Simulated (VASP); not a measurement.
Wanted: the native input for a VASP 6.6.1 run.

```
Task                   : relaxation of cell and atoms
Functional             : PBE
Potentials or basis    : VASP PAW PBE potentials, release 64 (Ba_sv, Mo_sv)
Cutoff                 : 600 eV
k mesh                 : 3 × 3 × 4
Occupations            : gaussian, width 0.1 eV
Spin                   : no spin polarisation
Dipole correction      : no
Further INCAR settings : ALGO = Normal; EDIFF = 1e-07; IBRION = 2; EDIFFG = -0.04; NSW = 90; ISIF = 3
```

The structure of Ba3Mo lies in POSCAR:

```
Ba3Mo
1.0
    6.3566010200      0.0000000000      0.0000000000
   -3.1783005100      5.5049779600      0.0000000000
    0.0000000000      0.0000000000      4.3880355300
Ba Mo
3 1
Direct
    0.5000000000      0.0000000000      0.0000000000
    0.0000000000      0.5000000000      0.0000000000
    0.5000000000      0.5000000000      0.0000000000
    0.0000000000      0.0000000000      0.0000000000
```

The cell was built from a structure type or drawn by symmetry, and may not be a known phase.

The input as run:

INCAR

```
SYSTEM = Ba3Mo
PREC     = Accurate       ! precision mode
ENCUT    = 600            ! plane-wave cutoff, eV
EDIFF    = 1E-7           ! SCF threshold, eV
ISMEAR   = 0              ! smearing method
SIGMA    = 0.1            ! smearing width, eV
LREAL    = .FALSE.        ! projectors in reciprocal space
LASPH    = .TRUE.         ! aspherical terms in the spheres
NELM     = 100            ! most SCF steps
ALGO     = Normal         ! electronic algorithm
ISIF     = 3              ! what is computed and relaxed
LWAVE    = .FALSE.        ! write WAVECAR
LCHARG   = .FALSE.        ! write CHGCAR
GGA      = PE             ! functional
IBRION   = 2              ! ionic algorithm
NSW      = 90             ! ionic steps
EDIFFG   = -0.04          ! ionic threshold
```

KPOINTS

```
regular mesh
0
G
  3 3 4
  0 0 0
```

Potentials or basis: VASP PAW PBE potentials, release 64 (Ba_sv, Mo_sv).

The run is started by

```console
$ cat potpaw_PBE.64/Ba_sv/POTCAR potpaw_PBE.64/Mo_sv/POTCAR > POTCAR
$ mpirun -np 1 vasp_std > vasp.out
```

Results of the run:

* Relaxed volume: 37.75 Å³/atom
* Relaxed cell: a = 7.125 Å, b = 7.125 Å, c = 3.435 Å, α = 90.00°, β = 90.00°, γ = 120.00°
* Space group after relaxing (to 0.1 Å): P6/mmm (No. 191)
* Energy gained by relaxing: 463.7 meV/atom
* Ionic steps: 11
* Pressure after relaxing: 0.0 GPa
* Band gap on the k mesh: zero (bands 22 and 23 overlap by 0.56 eV)

Caveat: the k points lie up to 0.46 Å⁻¹ apart in the final cell, too coarse for converged energies and pressures of a metal; a cell axis changed by over 15 % at a fixed basis, so the end point is rough; spin-orbit coupling is left out, which moves the levels of the heavy elements.

It took 4.6 min on 1 thread of Intel(R) Xeon(R) 6975P-C (Granite Rapids), with other jobs on the host, peak memory 0.34 GiB.
